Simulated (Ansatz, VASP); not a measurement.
## Two plane-wave programs on HgTe

```
Hg Te
1.0
     0.00000    3.30892    3.30892
     3.30892    0.00000    3.30892
     3.30892    3.30892    0.00000
Hg Te
1 1
Direct
  0.00000 0.00000 0.00000
  0.25000 0.25000 0.25000
```

Alike in both runs: task single point; functional r2SCAN; dispersion D3(BJ); k mesh 10 × 10 × 10; occupations gaussian, width 0.05 eV; no spin polarisation.

|  | VASP | Ansatz |
| --- | --- | --- |
| version | VASP 6.6.1 | Ansatz 0.2.0 |
| potentials or method | VASP PAW PBE potentials, release 64 (Hg, Te), cutoff 520 eV | scalar-relativistic, plane waves, PAW |
| valence electrons in the cell | 18 | 36 |

```tsv
	VASP	Ansatz	Ansatz less VASP
gap on the k mesh at the Fermi level (eV)	none	none	-
pressure (GPa)	-1.5	-1.5	-0.05
```

VASP's potentials were made for PBE, not for r2SCAN. A gap of «none» marks a metal or a gap that the smearing closes. VASP's potentials hold 18 valence electrons a cell and Ansatz's 36, so a difference there can come from the potentials and not from the codes. Ansatz's warnings: dispersion damping borrowed.

Spin-orbit coupling is off throughout.
